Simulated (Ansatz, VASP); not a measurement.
One calculation of AlO2, two programs

Contents of INCAR:

```
SYSTEM = AlO2
PREC     = Accurate       ! precision mode
ENCUT    = 600            ! plane-wave cutoff, eV
EDIFF    = 1E-7           ! SCF threshold, eV
ISMEAR   = -1             ! smearing method
SIGMA    = 0.05           ! smearing width, eV
LREAL    = .FALSE.        ! projectors in reciprocal space
LASPH    = .TRUE.         ! aspherical terms in the spheres
NELM     = 100            ! most SCF steps
ALGO     = Normal         ! electronic algorithm
ISIF     = 3              ! what is computed and relaxed
LWAVE    = .FALSE.        ! write WAVECAR
LCHARG   = .FALSE.        ! write CHGCAR
GGA      = PS             ! functional
IBRION   = 2              ! ionic algorithm
NSW      = 60             ! ionic steps
EDIFFG   = -0.01          ! ionic threshold
```

Contents of KPOINTS:

```
regular mesh
0
G
  9 9 7
  0 0 0
```

Contents of POSCAR:

```
AlO2
1.0
    1.4881620000     -5.4028330000      0.0000000000
    1.4881620000      5.4028330000      0.0000000000
    0.0000000000      0.0000000000      3.6466120000
Al O
2 4
Direct
    0.6681330000      0.3318670000      0.7500000000
    0.3318670000      0.6681330000      0.2500000000
    0.0610720000      0.9389280000      0.7500000000
    0.9389280000      0.0610720000      0.2500000000
    0.2941840000      0.7058160000      0.7500000000
    0.7058160000      0.2941840000      0.2500000000
```

input.yaml

```yaml
crystal:
  lattice:
    - [1.488162, -5.402833, 0.0]
    - [1.488162, 5.402833, 0.0]
    - [0.0, 0.0, 3.646612]
  atoms:
    - { symbol: Al, position: [0.668133, 0.331867, 0.75] }
    - { symbol: Al, position: [0.331867, 0.668133, 0.25] }
    - { symbol: O, position: [0.061072, 0.938928, 0.75] }
    - { symbol: O, position: [0.938928, 0.061072, 0.25] }
    - { symbol: O, position: [0.294184, 0.705816, 0.75] }
    - { symbol: O, position: [0.705816, 0.294184, 0.25] }
hamiltonian:
  xc: pbesol
  pseudopotentials: { kind: paw }
kpoints:
  mp_grid: { grid: [9, 9, 7] }
scf:
  occupations: { method: fermi_dirac, width: 0.05 }
output:
  forces: true
  stress: true
  eigenvalues: true
relax:
  f_tol: 0.01
  max_steps: 40
  cell: { stress_tol: 0.05 }
```

Alike in both runs: task relaxation of cell and atoms; functional PBEsol; k mesh 9 × 9 × 7; occupations fermi-dirac, width 0.05 eV; no spin polarisation.

|  | VASP | Ansatz |
| --- | --- | --- |
| version | VASP 6.6.1 | Ansatz 0.2.0 |
| potentials or method | VASP PAW PBE potentials, release 64 (Al, O) | Ansatz PAW |
| plane-wave cutoff (eV) | 600 | 420 |
| valence electrons in the cell | 30 | 30 |

Ansatz gave:

| Property | Result |
| --- | --- |
| gap on the k mesh at the Fermi level, each at its own relaxed structure (eV) | 0.98 |
| relaxed volume (Å³/atom) | 8.59 |
| relaxed cell length with the largest relative difference (Å) | 5.136 |

Problem. What did VASP give for the same quantities?

Solution. gap on the k mesh at the Fermi level, each at its own relaxed structure (eV): 0.98; relaxed volume (Å³/atom): 8.58; relaxed cell length with the largest relative difference (Å): 5.131.

VASP's potentials were made for PBE, not for PBEsol.

Noted on Ansatz's run: Pulay correction over one GPa; odd divisions of the mesh miss points on the zone boundary, where band edges often lie, so the gap on the mesh can be too wide; the plane-wave basis is chosen anew once the cell has moved, so the energies of steps on either side of that aren't comparable.
